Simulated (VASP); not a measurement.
Here is a VASP 6.6.1 calculation.

Contents of INCAR:

```
SYSTEM = Ag
PREC = Accurate
ENCUT = 520
EDIFF = 1E-6
ISMEAR = 0
SIGMA = 0.15
LREAL = .False.
LASPH = .True.
NELM = 80
ALGO = Fast
ISIF = 2
LWAVE = .False.
LCHARG = .False.
GGA = PS
NBANDS = 18
```

File KPOINTS:

```
Automatic mesh
0
Gamma
  24 24 12
  0 0 0
```

Contents of POSCAR:

```
Ag
1.0
    3.0931028461      0.0000000000      0.0000000000
   -1.5465514230      2.6787056412      0.0000000000
    0.0000000000      0.0000000000      4.2981489721
Ag
2
Direct
    0.3333333333      0.6666666667      0.2500000000
    0.6666666667      0.3333333333      0.7500000000
```

Potentials or basis: VASP PAW PBE potentials, release 64 (Ag).

Launch:

```bash
$ cat potpaw_PBE.64/Ag/POTCAR > POTCAR
$ mpirun -np 1 vasp_std > vasp.out
```

Problem. Predict the band gap on the k mesh.

Solution. Zero (bands 11 and 12 overlap by 6.50 eV).

Problem. Predict the pressure.

Solution. -3.8 GPa.

Stress tensor (GPa, compression positive):
```
-7.38  0.00  0.00
 0.00 -7.38  0.00
 0.00  0.00  3.22
```

Caveat: the cell stands under tension; the PAW data sets were made with another functional, which shifts forces and pressure a little.
